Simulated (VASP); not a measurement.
# Ta4W (Ta (110), 5 layers) in VASP: single point with PBE

Aim: the single point of Ta4W (Ta (110), 5 layers) with PBE.

Program: VASP 6.6.1. These are calculated values, not measurements. Logs are shortened: lines on timing, memory, paths and dates and some standing lists are left out, and cuts for length are marked.

## 1. The cell of the first run

The cell holds a slab with vacuum, 5 atoms: a = 2.875 Å, b = 2.875 Å, c = 25.391 Å, α = 90.00°, β = 90.00°, γ = 109.47°.

## 2. Single point, PBE

File INCAR:

```
PREC = Accurate
ENCUT = 520
EDIFF = 1E-6
ISMEAR = -1
SIGMA = 0.1
LREAL = F
LASPH = T
NELM = 100
ALGO = Normal
ISIF = 2
LWAVE = F
LCHARG = F
LDIPOL = T
IDIPOL = 3
DIPOL = 0.5 0.5 0.500
GGA = PE
NBANDS = 37
```

File KPOINTS:

```
regular mesh
0
Gamma
  13 13 1
```

File POSCAR:

```
Ta4W
1.0
    2.8752873616      0.0000000000      0.0000000000
   -0.9584291205      2.7108469216      0.0000000000
    0.0000000000      0.0000000000     25.3906000000
Ta W
4 1
Direct
    0.0000000000      0.0000000000      0.3191703391
    0.5000000000      0.5000000000      0.4075846787
    0.5000000000      0.5000000000      0.5924153172
    0.0000000000      0.0000000000      0.6808296637
    0.0000000000      0.0000000000      0.5000000013
```

Potentials or basis: VASP PAW PBE potentials, release 64 (Ta_pv, W_sv).

The run is started by

```console
> cat potpaw_PBE.64/Ta_pv/POTCAR potpaw_PBE.64/W_sv/POTCAR > POTCAR
> mpirun -np 1 vasp_std > vasp.out
```

OUTCAR:

```text
PREC = Accurate
   ENCUT = 520
   EDIFF = 1E-6
   ISMEAR = -1
   LREAL = F
   LASPH = T
   NELM = 100
   ISIF = 2
   GGA = PE

 ion  position               nearest neighbor table
   1  0.000  0.000  0.319-   2 2.79   2 2.79   2 3.25   2 3.25
   2  0.500  0.500  0.408-   1 2.79   1 2.79   5 2.87   5 2.87   1 3.25   1 3.25   5 3.32   5 3.32

   3  0.500  0.500  0.592-   4 2.79   4 2.79   5 2.87   5 2.87   4 3.25   4 3.25   5 3.32   5 3.32

   4  0.000  0.000  0.681-   3 2.79   3 2.79   3 3.25   3 3.25
   5  0.000  0.000  0.500-   3 2.87   3 2.87   2 2.87   2 2.87   3 3.32   3 3.32   2 3.32   2 3.32

  LATTYP: Found a base centered orthorhombic cell.
 ALAT       =     3.3200958644
 B/A-ratio  =     1.4142135624
 C/A-ratio  =     7.6475502627

  Lattice vectors:

 A1 = (   2.8752873616,   0.0000000000,   0.0000000000)
 A2 = (  -0.9584291205,   2.7108469216,   0.0000000000)
 A3 = (   0.0000000000,   0.0000000000,  25.3906000000)

Analysis of symmetry for initial positions (statically):
=====================================================================
 Subroutine PRICEL returns:
 Original cell was already a primitive cell.

 Routine SETGRP: Setting up the symmetry group for a
 base centered orthorhombic supercell.

 Subroutine GETGRP returns: Found  8 space group operations
 (whereof  8 operations were pure point group operations)
 out of a pool of  8 trial point group operations.

The static configuration has the point symmetry D_2h.

Analysis of symmetry for dynamics (positions and initial velocities):
=====================================================================
 Subroutine PRICEL returns:
 Original cell was already a primitive cell.

 Routine SETGRP: Setting up the symmetry group for a
 base centered orthorhombic supercell.

 Subroutine GETGRP returns: Found  8 space group operations
 (whereof  8 operations were pure point group operations)
 out of a pool of  8 trial point group operations.

The dynamic configuration has the point symmetry D_2h.

 Subroutine INISYM returns: Found  8 space group operations
 (whereof  8 operations are pure point group operations),
 and found     1 'primitive' translations

----------------------------------------------------------------------------------------

                                     Primitive cell

  volume of cell :     197.9061

  direct lattice vectors                    reciprocal lattice vectors
     2.875287362  0.000000000  0.000000000     0.347791325  0.122962802  0.000000000
    -0.958429120  2.710846922  0.000000000     0.000000000  0.368888406  0.000000000
     0.000000000  0.000000000 25.390600000     0.000000000  0.000000000  0.039384654

  length of vectors
     2.875287362  2.875287362 25.390600000     0.368888406  0.368888406  0.039384654

  position of ions in fractional coordinates (direct lattice)
     0.000000000  0.000000000  0.319170339
     0.500000000  0.500000000  0.407584679
     0.500000000  0.500000000  0.592415317
     0.000000000  0.000000000  0.680829664
     0.000000000  0.000000000  0.500000001

  ion indices of the primitive-cell ions
   primitive index   ion index
                 1           1
                 2           2
                 3           3
                 4           4
                 5           5

----------------------------------------------------------------------------------------

 KPOINTS: regular mesh

Automatic generation of k-mesh.
 Grid dimensions read from file:
 generate k-points for:   13   13    1

 Generating k-lattice:

  Cartesian coordinates                     Fractional coordinates (reciprocal lattice)
     0.026753179  0.009458677  0.000000000     0.076923077 -0.000000000  0.000000000
     0.000000000  0.028376031  0.000000000     0.000000000  0.076923077  0.000000000
     0.000000000  0.000000000  0.039384654     0.000000000  0.000000000  1.000000000

  Length of vectors
     0.028376031  0.028376031  0.039384654

  Shift w.r.t. Gamma in fractional coordinates (k-lattice)
     0.000000000  0.000000000  0.000000000

 Subroutine IBZKPT returns following result:
 ===========================================

 Found     49 irreducible k-points:

 Following reciprocal coordinates:
            Coordinates               Weight
  0.000000  0.000000  0.000000      1.000000
  0.076923  0.000000  0.000000      4.000000
  0.153846  0.000000  0.000000      4.000000
  0.230769  0.000000  0.000000      4.000000
  0.307692  0.000000  0.000000      4.000000
  0.384615  0.000000  0.000000      4.000000
[... 16 lines left out ...]
  0.384615  0.153846  0.000000      4.000000
  0.461538  0.153846  0.000000      4.000000
 [... further k-points ...]
   k-points           NKPTS =     49   k-points in BZ     NKDIM =     49   number of bands    NBANDS=     37
   number of dos      NEDOS =    301   number of ions     NIONS =      5
   total plane-waves  NPLWV = 110592
   dimension x,y,z NGX =    24 NGY =   24 NGZ =  192
   dimension x,y,z NGXF=    48 NGYF=   48 NGZF=  384
   ions per type =               4   1
   NGX,Y,Z   is equivalent  to a cutoff of  13.88, 13.88, 12.57 a.u.
   NGXF,Y,Z  is equivalent  to a cutoff of  27.75, 27.75, 25.14 a.u.
 SYSTEM =  unknown system
   PREC   = accura    normal or accurate (medium, high low for compatibility)
   ISTART =      0    job   : 0-new  1-cont  2-samecut
   ICHARG =      2    charge: 1-file 2-atom 10-const
   ISPIN  =      1    spin polarized calculation?
   LNONCOLLINEAR =      F non collinear calculations
   LSORBIT =      F    spin-orbit coupling
   LASPH  =      T    aspherical Exc in radial PAW
   ENCUT  =  520.0 eV  38.22 Ry    6.18 a.u.   5.35  5.35 47.21*2*pi/ulx,y,z
   NELM   =    100;   NELMIN=  2; NELMDL= -5     # of ELM steps
   EDIFF  = 0.1E-05   stopping-criterion for ELM
   LREAL  =      F    real-space projection
   EDIFFG = 0.1E-04   stopping-criterion for IOM
   NSW    =      0    number of steps for IOM
   IBRION =     -1    ionic relax: 0-MD 1-quasi-New 2-CG
   NFREE  =      0    steps in history (QN), initial steepest desc. (CG)
   ISIF   =      2    stress and relaxation
   ISYM   =      2    0-nonsym 1-usesym 2-fastsym
   POTIM  = 0.5000    time-step for ionic-motion
   TEBEG  =    0.0;   TEEND  =   0.0 temperature during run
   PSTRESS=    0.0 pullay stress
   NELECT =      58.0000    total number of electrons
   NUPDOWN=      -1.0000    fix difference up-down
   EMIN   =  10.00;   EMAX   =-10.00  energy-range for DOS
   EFERMI =   0.00;   METHOD = LEGACY
   ISMEAR =    -1;   SIGMA  =   0.10  broadening in eV -4-tet -1-fermi 0-gaus
   EFERMI_NEDOS =   21; number of points for ismear=-14 and -15
   IALGO  =     38    algorithm
   IMIX   =      4    mixing-type and parameters
     AMIX     =   0.40;   BMIX     =  1.00
     AMIX_MAG =   1.60;   BMIX_MAG =  1.00
  volume/ion in A,a.u.               =      39.58       267.11
  Fermi-wavevector in a.u.,A,eV,Ry     =   1.087421  2.054928 16.088681  1.182485
  Thomas-Fermi vector in A             =   2.223580
   LORBIT       =      0    0 simple, 1 ext, 2 COOP (PROOUT), +10 PAW based schemes
   GGA     = PE    functional components
   LHFCALC =     F    Hartree Fock is set to
   AEXX    =    0.0000 exact exchange contribution
   IVDW    =     0    specifies the selected vdW correction
   LEPSILON=     F    determine dielectric tensor
   LRPA    =     F    only Hartree local field effects (RPA)
 non-spin polarized calculation
  energy-cutoff  :      520.00
  volume of cell :      197.91
 maximum number of plane-waves:      5372
 NGX is ok and might be reduce to    24
   NGX = 11   NGY = 11   NGZ = 95

 dipolmoment           0.000000      0.000000      0.000000 electrons x Angstroem

 number of electron      57.9999999 magnetization

 dipolmoment           0.000000      0.000000     -0.000000 electrons x Angstroem

 Free energy of the ion-electron system (eV)
  ---------------------------------------------------
  ext. energy  EPLUGINS =         0.00000000
  ---------------------------------------------------
  free energy    TOTEN  =       -57.99511003 eV

  energy without entropy =      -57.81751630  energy(sigma->0) =      -57.90631317

 E-fermi :   0.4177     XC(G=0):  -6.6290

 val. band max:        0.4144367419   @ k =   0.4615   0.2308   0.0000
 cond. band min:       0.4237916863   @ k =   0.0769   0.0000   0.0000
 fundamental gap:      0.0093549444
 Fermi energy:         0.4176756205

 k-point     1 :       0.0000    0.0000    0.0000
  band No.  band energies     occupation
      1     -73.2205      2.00000
      2     -37.4187      2.00000
      3     -37.1515      2.00000
      4     -37.0142      2.00000
      5     -33.9483      2.00000
      6     -33.9382      2.00000
[... 29 lines left out ...]
     36       3.1194      0.00000
     37       3.1267      0.00000

 k-point     2 :       0.0769    0.0000    0.0000
  band No.  band energies     occupation
      1     -73.2185      2.00000
      2     -37.4140      2.00000
      3     -37.1703      2.00000
      4     -37.0319      2.00000
      5     -33.9380      2.00000
      6     -33.9296      2.00000
[... 29 lines left out ...]
     36       3.0061      0.00000
     37       3.2374      0.00000

 k-point     3 :       0.1538    0.0000    0.0000
  band No.  band energies     occupation
      1     -73.2129      2.00000
      2     -37.4012      2.00000
      3     -37.2405      2.00000
      4     -37.0618      2.00000
      5     -33.9112      2.00000
      6     -33.9069      2.00000
[... 29 lines left out ...]
     36       2.8527      0.00000
     37       3.3356      0.00000
[... 761 lines left out ...]
 k-point    23 :       0.3846    0.1538    0.0000
  band No.  band energies     occupation
      1     -73.1825      2.00000
      2     -37.6023      2.00000
      3     -37.3324      2.00000
      4     -37.2231      2.00000
      5     -33.9450      2.00000
      6     -33.9431      2.00000
[... 29 lines left out ...]
     36       4.2333      0.00000
     37       4.2525      0.00000

 k-point    24 :       0.4615    0.1538    0.0000
  band No.  band energies     occupation
      1     -73.1795      2.00000
      2     -37.6502      2.00000
      3     -37.3272      2.00000
      4     -37.2134      2.00000
      5     -33.9975      2.00000
      6     -33.9963      2.00000
[... 29 lines left out ...]
     36       4.1375      0.00000
     37       4.1758      0.00000

 [... further k-points ...]

------------------------ aborting loop because EDIFF is reached ----------------------------------------

 vacuum level on the upper side and lower side of the slab       (xc-potential included)        -0.259        -0.259

  FORCE on cell =-STRESS in cart. coord.  units (eV):
  Direction    XX          YY          ZZ          XY          YZ          ZX
  --------------------------------------------------------------------------------------
  -------------------------------------------------------------------------------------
  Total       -5.8062275     -5.8902912     -3.2522901     -0.1188840      0.0000000      0.0000000
  in kB      -47.0051476    -47.6856972    -26.3293811     -0.9624425      0.0000000      0.0000000
  external PRESSURE =     -40.3400753 kB  Pullay stress =       0.0000000 kB

 VOLUME and BASIS-vectors are now :
 -----------------------------------------------------------------------------
  energy-cutoff  :      520.00
  volume of cell :      197.91
      direct lattice vectors                 reciprocal lattice vectors
     2.875287362  0.000000000  0.000000000     0.347791325  0.122962802  0.000000000
    -0.958429120  2.710846922  0.000000000     0.000000000  0.368888406  0.000000000
     0.000000000  0.000000000 25.390600000     0.000000000  0.000000000  0.039384654

 POSITION                                       TOTAL-FORCE (eV/Angst)
 -----------------------------------------------------------------------------------
      0.00000      0.00000      8.10393        -0.000000     -0.000000     -0.050790
      0.95843      1.35542     10.34882         0.000000     -0.000000      0.784310
      0.95843      1.35542     15.04178         0.000000      0.000000     -0.784310
      0.00000      0.00000     17.28667        -0.000000      0.000000      0.050790
      0.00000      0.00000     12.69530         0.000000      0.000000     -0.000000
 -----------------------------------------------------------------------------------
    total drift:                                0.000000     -0.000000     -0.000040

  FREE ENERGIE OF THE ION-ELECTRON SYSTEM (eV)
  ---------------------------------------------------
  free  energy   TOTEN  =       -57.9951100345 eV

  energy  without entropy=      -57.8175162990  energy(sigma->0) =      -57.90631317

 vacuum level on the upper side and lower side of the slab         4.987         4.987
```

It took 20 min on 1 thread of AMD EPYC 7R13, shared host; peak memory 0.49 GiB.

Results:

```
Free energy            : -57.9951 eV
Largest force          : 0.784 eV/Å
Band gap on the k mesh : zero (band 29 reaches 1.69 eV, above the bottom of band 30 at -0.02 eV)
```

Forces on the atoms (eV/Å):
```
Ta   0.000  0.000 -0.051
Ta   0.000  0.000  0.784
Ta   0.000  0.000 -0.784
Ta   0.000  0.000  0.051
W    0.000  0.000  0.000
```

Caveat: spin-orbit coupling is left out, which moves the levels of the heavy elements.
